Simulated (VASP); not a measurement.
A run of VASP 6.6.1 is set up as follows.

File INCAR:

```
PREC = Accurate ; ENCUT = 520
EDIFF = 1E-6 ; ISMEAR = 0
SIGMA = 0.1 ; LREAL = F
LASPH = T ; NELM = 80
ALGO = Normal ; ISIF = 2
LWAVE = F ; LCHARG = F
GGA = CA ; NBANDS = 12
```

File KPOINTS:

```
Automatic mesh
0
Gamma
  6 6 6
```

The input POSCAR:

```
LiCl
1.0
    0.0000000000      2.5421223400      2.5421223400
    2.5421223400      0.0000000000      2.5421223400
    2.5421223400      2.5421223400      0.0000000000
Li Cl
1 1
Direct
    0.0000000000      0.0000000000      0.0000000000
    0.5000000000      0.5000000000      0.5000000000
```

Potentials or basis: VASP PAW LDA potentials, release 64 (Li_sv, Cl).

The run is started by

```sh
$ cat potpaw_LDA.64/Li_sv/POTCAR potpaw_LDA.64/Cl/POTCAR > POTCAR
$ mpirun -np 1 vasp_std > vasp.out
```

Predict the band gap on the k mesh.

6.16 eV, direct.

 A k mesh can miss the band edges.
